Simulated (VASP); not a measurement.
## V: single point with PBEsol

Crystal: V.

```
CELL_PARAMETERS angstrom
-1.47920 1.47920 1.47920
1.47920 -1.47920 1.47920
1.47920 1.47920 -1.47920
ATOMIC_POSITIONS crystal
V 0.00000 0.00000 0.00000
```

```yaml
Program: VASP 6.6.1
Task: single point
Functional: PBEsol
Potentials_or_basis: VASP PAW PBE potentials, release 64 (V_sv)
Cutoff: 520 eV
k_mesh: 20 × 20 × 20
Occupations: gaussian, width 0.05 eV
Spin: collinear spin, ferromagnetic start
Starting_moments: "[0.05] μB"
Dipole_correction: no
Further_INCAR_settings: ALGO = Normal; EDIFF = 1e-06; NBANDS = 16
```

| Quantity | Value |
| --- | --- |
| Pressure | 0.3 GPa |
| Net moment | 0.00 μB per cell |
| Valence electrons inside the program's atomic spheres | V 11.73 |

Levels at points of the mesh, in eV from the Fermi level:
Spin up:
```
           k point  band 2  band 3  band 4  band 5  band 6  band 7  band 8  band 9  band 10  band 11
(0.00, 0.00, 0.00)  -36.75  -36.75  -36.75   -6.67    0.43    0.43    0.43    2.54     2.54    20.81
(0.50, 0.00, 0.00)  -37.79  -37.07  -36.76   -3.31   -1.20    1.81    2.55    2.93     4.37    10.69
(0.50, 0.50, 0.50)  -37.45  -37.45  -37.45   -3.18   -3.18    3.95    3.95    3.95    10.57    10.57
```
Spin down:
```csv
k point,band 2,band 3,band 4,band 5,band 6,band 7,band 8,band 9,band 10,band 11
"(0.00, 0.00, 0.00)",-36.75,-36.75,-36.75,-6.67,0.43,0.43,0.43,2.54,2.54,20.81
"(0.50, 0.00, 0.00)",-37.79,-37.07,-36.76,-3.31,-1.20,1.81,2.55,2.93,4.37,10.69
"(0.50, 0.50, 0.50)",-37.45,-37.45,-37.45,-3.18,-3.18,3.95,3.95,3.95,10.57,10.57
```

Wall time 39 s on 1 thread of Intel(R) Xeon(R) 6975P-C (Granite Rapids), with other jobs on the host, peak memory 0.19 GiB.

Caveat: the PAW data sets were made with another functional, which shifts forces and pressure a little.
